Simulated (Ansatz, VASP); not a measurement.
CdS: VASP beside Ansatz

```
CELL_PARAMETERS angstrom
4.40853 0.00000 0.00000
-2.20426 3.81790 0.00000
0.00000 0.00000 5.74812
ATOMIC_POSITIONS crystal
Cd 0.33333 0.66667 0.25000
Cd 0.66667 0.33333 0.75000
S 0.66667 0.33333 0.25000
S 0.33333 0.66667 0.75000
```

Alike in both runs: task single point; functional LDA; k mesh 6 × 6 × 4; no spin polarisation.

|  | VASP | Ansatz |
| --- | --- | --- |
| version | VASP 6.6.1 | Ansatz 0.2.0 |
| potentials or method | VASP PAW LDA potentials, release 64 (Cd, S) | plane waves, PAW |
| plane-wave cutoff (eV) | 520 | 420 |
| occupations | gaussian, width 0.01 eV | fixed |
| valence electrons in the cell | 36 | 52 |

Ansatz gave:

| Item | Value |
| --- | --- |
| gap on the k mesh at the Fermi level (eV) | 0.72 |
| pressure (GPa) | -3.9 |
| traceless stress, the component that is largest in VASP (GPa) | 0.41 |

**Question.** What did VASP give for the same quantities?

**Answer.** gap on the k mesh at the Fermi level (eV): 0.74; pressure (GPa): -3.5; traceless stress, the component that is largest in VASP (GPa): 0.28.

LDA's correlation is that of Perdew and Zunger in VASP and of Perdew and Wang (1992) in Ansatz. VASP's potentials hold 36 valence electrons a cell and Ansatz's 52, so a difference there can come from the potentials and not from the codes.
